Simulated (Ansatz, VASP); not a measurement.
Sb: VASP beside Ansatz

File INCAR:

```
SYSTEM = Sb
PREC     = Accurate       ! precision mode
ENCUT    = 520            ! plane-wave cutoff, eV
EDIFF    = 1E-6           ! SCF threshold, eV
ISMEAR   = -1             ! smearing method
SIGMA    = 0.03           ! smearing width, eV
LREAL    = .FALSE.        ! projectors in reciprocal space
LASPH    = .TRUE.         ! aspherical terms in the spheres
NELM     = 100            ! most SCF steps
ALGO     = Normal         ! electronic algorithm
ISIF     = 2              ! what is computed and relaxed
LWAVE    = .FALSE.        ! write WAVECAR
LCHARG   = .FALSE.        ! write CHGCAR
GGA      = PE             ! functional
NBANDS   = 12             ! bands
```

File KPOINTS:

```
Automatic mesh
0
G
  3 3 3
  0 0 0
```

File POSCAR:

```
Sb
1.0
    2.1542000000      1.2437279499      3.7580000000
   -2.1542000000      1.2437279499      3.7580000000
    0.0000000000     -2.4874558998      3.7580000000
Sb
2
Direct
    0.7665100000      0.7665100000      0.7665100000
    0.2334900000      0.2334900000      0.2334900000
```

input.yaml

```yaml
crystal:
  lattice:
    - [2.1542, 1.2437279499, 3.758]
    - [-2.1542, 1.2437279499, 3.758]
    - [0.0, -2.4874558998, 3.758]
  atoms:
    - { symbol: Sb, position: [0.76651, 0.76651, 0.76651] }
    - { symbol: Sb, position: [0.23349, 0.23349, 0.23349] }
kpoints:
  mp_grid: { grid: [3, 3, 3] }
scf:
  occupations: { method: fermi_dirac, width: 0.03 }
hamiltonian:
  xc: pbe
  pseudopotentials: { kind: all_electron, lapw: { basis_error: 0.002 } }
output:
  forces: true
  stress: true
  eigenvalues: true
```

Alike in both runs: task single point; functional PBE; k mesh 3 × 3 × 3; occupations fermi-dirac, width 0.03 eV; no spin polarisation.

```csv
,VASP,Ansatz
version,VASP 6.6.1,Ansatz 0.2.0
potentials or method,"VASP PAW PBE potentials, release 64 (Sb), cutoff 520 eV","all-electron LAPW, scalar-relativistic"
```

Ansatz gave:

- gap on the k mesh at the Fermi level (eV): 1.28
- least direct gap on the mesh (eV): 1.31
- pressure (GPa): 3.5
- traceless stress, the component that is largest in VASP (GPa): -1.45
- rms of the force components (eV/Å): 0.065

Which values does VASP return?

gap on the k mesh at the Fermi level (eV): 1.29; least direct gap on the mesh (eV): 1.32; pressure (GPa): 3.5; traceless stress, the component that is largest in VASP (GPa): -1.47; rms of the force components (eV/Å): 0.051.

Atom by atom the forces differ by 0.014 eV/Å (rms over components). Ansatz ran all-electron here, and VASP with PAW potentials.

The k mesh is coarse, so the values compare programs but aren't converged. Neither program's run includes spin-orbit coupling.
